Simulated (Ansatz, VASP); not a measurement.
# Two plane-wave programs on Tl

```
Tl
1.0
     0.00000    2.42949    2.42949
     2.42949    0.00000    2.42949
     2.42949    2.42949    0.00000
Tl
1
Direct
  0.00000 0.00000 0.00000
```

Alike in both runs: task single point; functional PBE; k mesh 8 × 8 × 8; occupations gaussian, width 0.05 eV; no spin polarisation.

|  | VASP | Ansatz |
| --- | --- | --- |
| version | VASP 6.6.1 | Ansatz 0.2.0 |
| potentials or method | VASP PAW PBE potentials, release 64 (Tl_d), cutoff 520 eV | scalar-relativistic, plane waves, PAW |
| valence electrons in the cell | 13 | 13 |

Ansatz gave:

| Item | Value |
| --- | --- |
| pressure (GPa) | 2.9 |

Which values does VASP return?

Pressure (GPa): 2.8.

With one functional, cell and mesh, what is left measures potentials, basis and numerics.

Neither program's run includes spin-orbit coupling.
